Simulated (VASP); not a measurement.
Crystal: BP.

```
CELL_PARAMETERS angstrom
0.00000 2.26832 2.26832
2.26832 0.00000 2.26832
2.26832 2.26832 0.00000
ATOMIC_POSITIONS crystal
B 0.00000 0.00000 0.00000
P 0.25000 0.25000 0.25000
```

Base run:

```yaml
Program: VASP 6.6.1
Functional: PBE
Potentials_or_basis: VASP PAW PBE potentials, release 64 (B, P)
Cutoff: 520 eV
k_mesh: 10 × 10 × 10
Occupations: fermi-dirac, width 0.02 eV
Spin: no spin polarisation
```

Its results: band gap on the k mesh 1.24 eV, indirect (least direct gap 3.40 eV); pressure 1.0 GPa.

The run is repeated on the same cell with these changes: k mesh from 10 × 10 × 10 to 6 × 6 × 6; occupations from fermi-dirac, width 0.02 eV to gaussian, width 0.01 eV. What comes out?

Band gap on the k mesh 1.33 eV, indirect (least direct gap 3.40 eV); pressure 1.2 GPa.

A k mesh can miss the band edges.
